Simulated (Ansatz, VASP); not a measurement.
**Zn: VASP beside Ansatz**

File INCAR:

```
SYSTEM = Zn
  PREC = Accurate
  ENCUT = 520
  EDIFF = 1E-7
  ISMEAR = 0
  SIGMA = 0.15
  LREAL = .FALSE.
  LASPH = .TRUE.
  NELM = 100
  ALGO = Fast
  ISIF = 2
  LWAVE = .FALSE.
  LCHARG = .FALSE.
  GGA = PS
  NBANDS = 19
```

KPOINTS

```
regular mesh
0
G
  24 24 10
  0 0 0
```

File POSCAR:

```
Zn
1.0
    2.8046999510      0.0000000000      0.0000000000
   -1.4023499755      2.4289414075      0.0000000000
    0.0000000000      0.0000000000      4.9467000000
Zn
2
Direct
    0.3333333333      0.6666666667      0.2500000000
    0.6666666667      0.3333333333      0.7500000000
```

Input for Ansatz:

```yaml
crystal:
  lattice:
    - [2.804699951, 0.0, 0.0]
    - [-1.4023499755, 2.4289414075, 0.0]
    - [0.0, 0.0, 4.9467]
  atoms:
    - { symbol: Zn, position: [0.3333333333, 0.6666666667, 0.25] }
    - { symbol: Zn, position: [0.6666666667, 0.3333333333, 0.75] }
basis:
  ecutwfc: 420
kpoints:
  mp_grid: { grid: [24, 24, 10] }
hamiltonian:
  xc: pbesol
scf:
  occupations: { method: gaussian, width: 0.15 }
output:
  forces: true
  stress: true
  eigenvalues: true
```

Change from the starting cell: strain +0.0525 x Voigt [1, 1, 0, 0, 0, 0], atoms carried along.

Alike in both runs: task single point; functional PBEsol; k mesh 24 × 24 × 10; occupations gaussian, width 0.15 eV; no spin polarisation.

|  | VASP | Ansatz |
| --- | --- | --- |
| version | VASP 6.6.1 | Ansatz 0.2.0 |
| potentials or method | VASP PAW PBE potentials, release 64 (Zn), cutoff 520 eV | scalar-relativistic, plane waves, PAW |
| valence electrons in the cell | 24 | 24 |

|  | VASP | Ansatz | Ansatz less VASP |
| --- | --- | --- | --- |
| gap on the k mesh at the Fermi level (eV) | none | none | - |
| pressure (GPa) | -10.0 | -10.3 | -0.27 |
| traceless stress, the component that is largest in VASP (GPa) | 1.57 | 1.63 | +0.059 |

VASP's potentials were made for PBE, not for PBEsol. A gap of «none» marks a metal or a gap that the smearing closes.
